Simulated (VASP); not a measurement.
# KBr (I4/mmm) in VASP: notebook

The runs below take KBr through single point, with r2SCAN.

All numbers are computed with VASP 6.6.1; they aren't measurements. Logs are shortened: lines on timing, memory, paths and dates and some standing lists are left out, and cuts for length are marked.

## 1. The cell of the first run

It takes space group I4/mmm (No. 139, tetragonal). The conventional cell has a = 5.029 Å, b = 5.029 Å, c = 6.585 Å, α = 90.00°, β = 90.00°, γ = 90.00°. Within 4.3 Å of K (site symmetry 4/mmm) lie 6 Br at 3.29 to 3.56 Å. Br (site symmetry 4/mmm) has 6 K at 3.29 to 3.56 Å within 4.3 Å.

## 2. Single point, r2SCAN (strain +0.080 along x and y, +0.000 along z)

POSCAR

```
KBr
1.0
    0.0000000000      3.5559000000      3.2925000000
    3.5559000000      0.0000000000      3.2925000000
    3.5559000000      3.5559000000      0.0000000000
K Br
1 1
Direct
    0.0000000000      0.0000000000      0.0000000000
    0.5000000000      0.5000000000      0.5000000000
```

INCAR.step1

```
SYSTEM = KBr
PREC = Accurate
ENCUT = 520
ISMEAR = 0
SIGMA = 0.05
LREAL = .FALSE.
LASPH = .TRUE.
NELM = 60
NBANDS = 15
GGA = PE
ALGO = Normal
EDIFF = 1E-4
LWAVE = .TRUE.
LCHARG = .FALSE.
```

INCAR.step2

```
SYSTEM = KBr
PREC = Accurate
ENCUT = 520
EDIFF = 1E-6
ISMEAR = 0
SIGMA = 0.05
LREAL = .FALSE.
LASPH = .TRUE.
NELM = 60
ALGO = Normal
ISIF = 2
LWAVE = .FALSE.
LCHARG = .FALSE.
METAGGA = R2SCAN
LMIXTAU = .TRUE.
NBANDS = 15
ISTART = 1
```

KPOINTS

```
regular mesh
0
G
  6 6 6
  0 0 0
```

Potentials or basis: VASP PAW PBE potentials, release 64 (K_sv, Br).

Started as:

```sh
$ cat potpaw_PBE.64/K_sv/POTCAR potpaw_PBE.64/Br/POTCAR > POTCAR
$ cp INCAR.step1 INCAR
$ mpirun -np 1 vasp_std > vasp.out
$ cp INCAR.step2 INCAR
$ mpirun -np 1 vasp_std > vasp.out
```

OUTCAR:

```text
SYSTEM = KBr
   PREC = Accurate
   ENCUT = 520
   EDIFF = 1E-6
   ISMEAR = 0
   LREAL = .FALSE.
   LASPH = .TRUE.
   NELM = 60
   ISIF = 2
   METAGGA = R2SCAN
   ISTART = 1

 ion  position               nearest neighbor table
   1  0.000  0.000  0.000-   2 3.29   2 3.29
   2  0.500  0.500  0.500-   1 3.29   1 3.29

  LATTYP: Found a body centered tetragonal cell.
 ALAT       =     5.0288020064
 C/A-ratio  =     1.3094570022

  Lattice vectors:

 A1 = (   0.0000000000,  -3.5559000000,  -3.2925000000)
 A2 = (   0.0000000000,   3.5559000000,  -3.2925000000)
 A3 = (   3.5559000000,   0.0000000000,   3.2925000000)

Analysis of symmetry for initial positions (statically):
=====================================================================
 Subroutine PRICEL returns:
 Original cell was already a primitive cell.

 Routine SETGRP: Setting up the symmetry group for a
 body centered tetragonal supercell.

 Subroutine GETGRP returns: Found 16 space group operations
 (whereof 16 operations were pure point group operations)
 out of a pool of 16 trial point group operations.

The static configuration has the point symmetry D_4h.

Analysis of symmetry for dynamics (positions and initial velocities):
=====================================================================
 Subroutine PRICEL returns:
 Original cell was already a primitive cell.

 Routine SETGRP: Setting up the symmetry group for a
 body centered tetragonal supercell.

 Subroutine GETGRP returns: Found 16 space group operations
 (whereof 16 operations were pure point group operations)
 out of a pool of 16 trial point group operations.

The dynamic configuration has the point symmetry D_4h.

 Subroutine INISYM returns: Found 16 space group operations
 (whereof 16 operations are pure point group operations),
 and found     1 'primitive' translations

----------------------------------------------------------------------------------------

                                     Primitive cell

  volume of cell :      83.2635

  direct lattice vectors                    reciprocal lattice vectors
     0.000000000  3.555900000  3.292500000    -0.140611378  0.140611378  0.151860289
     3.555900000  0.000000000  3.292500000     0.140611378 -0.140611378  0.151860289
     3.555900000  3.555900000  0.000000000     0.140611378  0.140611378 -0.151860289

  length of vectors
     4.846130524  4.846130524  5.028802006     0.250209246  0.250209246  0.250209246

  position of ions in fractional coordinates (direct lattice)
     0.000000000  0.000000000  0.000000000
     0.500000000  0.500000000  0.500000000

  ion indices of the primitive-cell ions
   primitive index   ion index
                 1           1
                 2           2

----------------------------------------------------------------------------------------

 KPOINTS: regular mesh

Automatic generation of k-mesh.
 Grid dimensions read from file:
 generate k-points for:    6    6    6

 Generating k-lattice:

  Cartesian coordinates                     Fractional coordinates (reciprocal lattice)
    -0.023435230  0.023435230  0.025310048     0.166666667 -0.000000000  0.000000000
     0.023435230 -0.023435230  0.025310048    -0.000000000  0.166666667  0.000000000
     0.023435230  0.023435230 -0.025310048     0.000000000  0.000000000  0.166666667

  Length of vectors
     0.041701541  0.041701541  0.041701541

  Shift w.r.t. Gamma in fractional coordinates (k-lattice)
     0.000000000  0.000000000  0.000000000

 Subroutine IBZKPT returns following result:
 ===========================================

 Found     30 irreducible k-points:

 Following reciprocal coordinates:
            Coordinates               Weight
  0.000000  0.000000  0.000000      1.000000
  0.166667 -0.000000  0.000000      8.000000
  0.333333  0.000000  0.000000      8.000000
  0.500000 -0.000000  0.000000      4.000000
  0.166667  0.166667  0.000000      2.000000
  0.333333  0.166667  0.000000      8.000000
[... 16 lines left out ...]
  0.333333  0.000000  0.333333      4.000000
  0.500000 -0.000000  0.333333     16.000000
 [... further k-points ...]
   k-points           NKPTS =     30   k-points in BZ     NKDIM =     30   number of bands    NBANDS=     15
   number of dos      NEDOS =    301   number of ions     NIONS =      2
   total plane-waves  NPLWV =  51840
   dimension x,y,z NGX =    36 NGY =   36 NGZ =   40
   dimension x,y,z NGXF=    72 NGYF=   72 NGZF=   80
   ions per type =               1   1
   NGX,Y,Z   is equivalent  to a cutoff of  12.35, 12.35, 13.22 a.u.
   NGXF,Y,Z  is equivalent  to a cutoff of  24.70, 24.70, 26.45 a.u.
 SYSTEM =  KBr
   PREC   = accura    normal or accurate (medium, high low for compatibility)
   ISTART =      1    job   : 0-new  1-cont  2-samecut
   ICHARG =      0    charge: 1-file 2-atom 10-const
   ISPIN  =      1    spin polarized calculation?
   LNONCOLLINEAR =      F non collinear calculations
   LSORBIT =      F    spin-orbit coupling
   LASPH  =      T    aspherical Exc in radial PAW
   ENCUT  =  520.0 eV  38.22 Ry    6.18 a.u.   9.01  9.01  9.35*2*pi/ulx,y,z
   NELM   =     60;   NELMIN=  2; NELMDL=  0     # of ELM steps
   EDIFF  = 0.1E-05   stopping-criterion for ELM
   LREAL  =      F    real-space projection
   EDIFFG = 0.1E-04   stopping-criterion for IOM
   NSW    =      0    number of steps for IOM
   IBRION =     -1    ionic relax: 0-MD 1-quasi-New 2-CG
   NFREE  =      0    steps in history (QN), initial steepest desc. (CG)
   ISIF   =      2    stress and relaxation
   ISYM   =      2    0-nonsym 1-usesym 2-fastsym
   POTIM  = 0.5000    time-step for ionic-motion
   TEBEG  =    0.0;   TEEND  =   0.0 temperature during run
   PSTRESS=    0.0 pullay stress
   NELECT =      16.0000    total number of electrons
   NUPDOWN=      -1.0000    fix difference up-down
   EMIN   =  10.00;   EMAX   =-10.00  energy-range for DOS
   EFERMI =   0.00;   METHOD = LEGACY
   ISMEAR =     0;   SIGMA  =   0.05  broadening in eV -4-tet -1-fermi 0-gaus
   EFERMI_NEDOS =   21; number of points for ismear=-14 and -15
   IALGO  =     38    algorithm
   IMIX   =      4    mixing-type and parameters
     AMIX     =   0.40;   BMIX     =  1.00
     AMIX_MAG =   1.60;   BMIX_MAG =  1.00
  volume/ion in A,a.u.               =      41.63       280.95
  Fermi-wavevector in a.u.,A,eV,Ry     =   0.944706  1.785235 12.142776  0.892469
  Thomas-Fermi vector in A             =   2.072536
   LORBIT       =      0    0 simple, 1 ext, 2 COOP (PROOUT), +10 PAW based schemes
   METAGGA = R2SCAN    functional components
   LHFCALC =     F    Hartree Fock is set to
   AEXX    =    0.0000 exact exchange contribution
   IVDW    =     0    specifies the selected vdW correction
   LEPSILON=     F    determine dielectric tensor
   LRPA    =     F    only Hartree local field effects (RPA)
 non-spin polarized calculation
 Gauss-broadening in eV      SIGMA  =   0.05
  energy-cutoff  :      520.00
  volume of cell :       83.26
 maximum number of plane-waves:      2312
   NGX = 19   NGY = 19   NGZ = 19

 number of electron      15.9999998 magnetization

 Free energy of the ion-electron system (eV)
  ---------------------------------------------------
  ext. energy  EPLUGINS =         0.00000000
  ---------------------------------------------------
  free energy    TOTEN  =       -23.16892901 eV

  energy without entropy =      -23.16892901  energy(sigma->0) =      -23.16892901

 E-fermi :  -2.3197     XC(G=0):  -7.1187

 val. band max:       -2.6596907434   @ k =   0.0000   0.0000   0.0000
 cond. band min:       2.0339778914   @ k =   0.0000   0.0000   0.0000
 fundamental gap:      4.6936686348
 Fermi energy:        -2.3196650609

 k-point     1 :       0.0000    0.0000    0.0000
  band No.  band energies     occupation
      1     -31.8741      2.00000
      2     -15.2376      2.00000
      3     -14.5769      2.00000
      4     -14.5768      2.00000
      5     -14.5586      2.00000
      6      -2.6624      2.00000
      7      -2.6624      2.00000
      8      -2.6597      2.00000
      9       2.0340      0.00000
     10       5.3997      0.00000
     11       5.3997      0.00000
     12       5.8191      0.00000
     13       6.2375      0.00000
     14       6.6168      0.00000
     15       8.9815      0.00000

 k-point     2 :       0.1667   -0.0000    0.0000
  band No.  band energies     occupation
      1     -31.8735      2.00000
      2     -15.2882      2.00000
      3     -14.5787      2.00000
      4     -14.5718      2.00000
      5     -14.4994      2.00000
      6      -2.9339      2.00000
      7      -2.7240      2.00000
      8      -2.7218      2.00000
      9       2.5937      0.00000
     10       5.3027      0.00000
     11       5.7052      0.00000
     12       5.9735      0.00000
     13       6.5148      0.00000
     14       6.9302      0.00000
     15       9.8262      0.00000

 k-point     3 :       0.3333    0.0000    0.0000
  band No.  band energies     occupation
      1     -31.8723      2.00000
      2     -15.3703      2.00000
      3     -14.5824      2.00000
      4     -14.5719      2.00000
      5     -14.3895      2.00000
      6      -3.3817      2.00000
      7      -2.8414      2.00000
      8      -2.8389      2.00000
      9       3.6720      0.00000
     10       5.3162      0.00000
     11       6.4989      0.00000
     12       6.7126      0.00000
     13       7.2191      0.00000
     14       7.7163      0.00000
     15       8.8155      0.00000

 k-point     4 :       0.5000   -0.0000    0.0000
  band No.  band energies     occupation
      1     -31.8717      2.00000
      2     -15.4051      2.00000
      3     -14.5843      2.00000
      4     -14.5722      2.00000
      5     -14.3403      2.00000
      6      -3.5740      2.00000
      7      -2.8975      2.00000
      8      -2.8952      2.00000
      9       4.1458      0.00000
     10       5.6141      0.00000
     11       7.3956      0.00000
     12       7.4523      0.00000
     13       7.5159      0.00000
     14       8.0439      0.00000
     15       8.1966      0.00000
[... 307 lines left out ...]
 k-point    22 :      -0.3333    0.5000    0.1667
  band No.  band energies     occupation
      1     -31.8706      2.00000
      2     -15.2078      2.00000
      3     -14.6061      2.00000
      4     -14.6008      2.00000
      5     -14.5466      2.00000
      6      -3.2023      2.00000
      7      -3.0643      2.00000
      8      -3.0146      2.00000
      9       4.3076      0.00000
     10       5.5646      0.00000
     11       5.8748      0.00000
     12       6.9770      0.00000
     13       7.8341      0.00000
     14       8.3713      0.00000
     15       8.8379      0.00000

 k-point    23 :       0.3333    0.0000    0.3333
  band No.  band energies     occupation
      1     -31.8719      2.00000
      2     -15.2329      2.00000
      3     -14.5857      2.00000
      4     -14.5746      2.00000
      5     -14.5594      2.00000
      6      -3.2889      2.00000
      7      -2.8453      2.00000
      8      -2.8017      2.00000
      9       4.0426      0.00000
     10       4.1462      0.00000
     11       6.8280      0.00000
     12       7.0676      0.00000
     13       7.4517      0.00000
     14       7.6443      0.00000
     15       8.2477      0.00000

 k-point    24 :       0.5000   -0.0000    0.3333
  band No.  band energies     occupation
      1     -31.8713      2.00000
      2     -15.2468      2.00000
      3     -14.6082      2.00000
      4     -14.5844      2.00000
      5     -14.5107      2.00000
      6      -3.3141      2.00000
      7      -2.9976      2.00000
      8      -2.8691      2.00000
      9       4.2278      0.00000
     10       4.9366      0.00000
     11       6.3114      0.00000
     12       7.2985      0.00000
     13       7.4683      0.00000
     14       8.1135      0.00000
     15       8.4027      0.00000

 [... further k-points ...]
[... 5 lines left out ...]
  --------------------------------------------------------------------------------------
  -------------------------------------------------------------------------------------
  Total       -0.9748484     -0.9748484     -0.2550206      0.0000000      0.0000000      0.0000000
  in kB      -18.7582719    -18.7582719     -4.9071692      0.0000000      0.0000000      0.0000000
  external PRESSURE =     -14.1412377 kB  Pullay stress =       0.0000000 kB

 VOLUME and BASIS-vectors are now :
 -----------------------------------------------------------------------------
  energy-cutoff  :      520.00
  volume of cell :       83.26
      direct lattice vectors                 reciprocal lattice vectors
     0.000000000  3.555900000  3.292500000    -0.140611378  0.140611378  0.151860289
     3.555900000  0.000000000  3.292500000     0.140611378 -0.140611378  0.151860289
     3.555900000  3.555900000  0.000000000     0.140611378  0.140611378 -0.151860289

 POSITION                                       TOTAL-FORCE (eV/Angst)
 -----------------------------------------------------------------------------------
      0.00000      0.00000      0.00000        -0.000000      0.000000      0.000000
      3.55590      3.55590      3.29250         0.000000     -0.000000      0.000000
 -----------------------------------------------------------------------------------
    total drift:                                0.000000      0.000000      0.000000

  FREE ENERGIE OF THE ION-ELECTRON SYSTEM (eV)
  ---------------------------------------------------
  free  energy   TOTEN  =       -23.1689290054 eV

  energy  without entropy=      -23.1689290054  energy(sigma->0) =      -23.16892901
```

Wall time 86 s (1 thread of AMD EPYC 9R45 (Zen 5), shared host); peak memory 0.21 GiB.

Results:

```
Free energy            : -23.1689 eV
Pressure               : -1.4 GPa
Band gap on the k mesh : 4.69 eV, direct
```

Caveat: the cell differs from its parent crystal (strain +0.080 along x and y, +0.000 along z); the PAW data sets were made with another functional, which shifts forces and pressure a little.

## 3. Single point, r2SCAN (strain +0.080 along x and y, +0.040 along z)

POSCAR

```
KBr
1.0
    0.0000000000      3.5559000000      3.4242000000
    3.5559000000      0.0000000000      3.4242000000
    3.5559000000      3.5559000000      0.0000000000
K Br
1 1
Direct
    0.0000000000      0.0000000000      0.0000000000
    0.5000000000      0.5000000000      0.5000000000
```

INCAR.step1

```
PREC     = Accurate       # precision mode
ENCUT    = 520            # plane-wave cutoff, eV
ISMEAR   = 0              # smearing method
SIGMA    = 0.05           # smearing width, eV
LREAL    = F              # projectors in reciprocal space
LASPH    = T              # aspherical terms in the spheres
NELM     = 100            # most SCF steps
NBANDS   = 15             # bands
GGA      = PE             # functional
ALGO     = Normal         # electronic algorithm
EDIFF    = 1E-4           # SCF threshold, eV
LWAVE    = T              # write WAVECAR
LCHARG   = F              # write CHGCAR
```

INCAR.step2

```
PREC     = Accurate       # precision mode
ENCUT    = 520            # plane-wave cutoff, eV
EDIFF    = 1E-7           # SCF threshold, eV
ISMEAR   = 0              # smearing method
SIGMA    = 0.05           # smearing width, eV
LREAL    = F              # projectors in reciprocal space
LASPH    = T              # aspherical terms in the spheres
NELM     = 100            # most SCF steps
ALGO     = Normal         # electronic algorithm
ISIF     = 2              # what is computed and relaxed
LWAVE    = F              # write WAVECAR
LCHARG   = F              # write CHGCAR
METAGGA  = R2SCAN         # meta-GGA
LMIXTAU  = T            
NBANDS   = 15             # bands
ISTART   = 1
```

KPOINTS

```
regular mesh
0
Gamma
  6 6 6
```

Potentials or basis: VASP PAW PBE potentials, release 64 (K_sv, Br).

Started as:

```sh
$ cat potpaw_PBE.64/K_sv/POTCAR potpaw_PBE.64/Br/POTCAR > POTCAR
$ cp INCAR.step1 INCAR
$ mpirun -np 1 vasp_std > vasp.out
$ cp INCAR.step2 INCAR
$ mpirun -np 1 vasp_std > vasp.out
```

Wall time 2.4 min (1 thread of AMD EPYC 9R45 (Zen 5), shared host); peak memory 0.24 GiB.

Results (log left out):

```yaml
Free_energy: -23.1472 eV
Pressure: -1.8 GPa
Band_gap_on_the_k_mesh: 4.61 eV, direct
```

Stress tensor (GPa, compression positive):
```
-1.97  0.00  0.00
 0.00 -1.97  0.00
 0.00  0.00 -1.53
```

Levels at points of the mesh, in eV from the valence-band top:
| k point | band 4 | band 5 | band 6 | band 7 | band 8 | band 9 | band 10 | band 11 | band 12 | band 13 |
| --- | --- | --- | --- | --- | --- | --- | --- | --- | --- | --- |
| (0.00, 0.00, 0.00) | -12.02 | -12.01 | 0.00 | 0.00 | 0.00 | 4.61 | 8.09 | 8.09 | 8.29 | 8.94 |
| (0.50, 0.00, 0.00) | -12.02 | -11.82 | -0.85 | -0.21 | -0.21 | 6.72 | 8.13 | 10.00 | 10.03 | 10.08 |
| (0.50, 0.50, 0.00) | -12.04 | -12.04 | -0.62 | -0.25 | -0.25 | 6.46 | 7.41 | 9.25 | 9.90 | 9.92 |
| (0.50, 0.00, 0.50) | -12.04 | -12.03 | -0.64 | -0.23 | -0.20 | 6.52 | 7.34 | 9.04 | 9.84 | 9.91 |

Caveat: the cell differs from its parent crystal (strain +0.080 along x and y, +0.040 along z); the PAW data sets were made with another functional, which shifts forces and pressure a little.
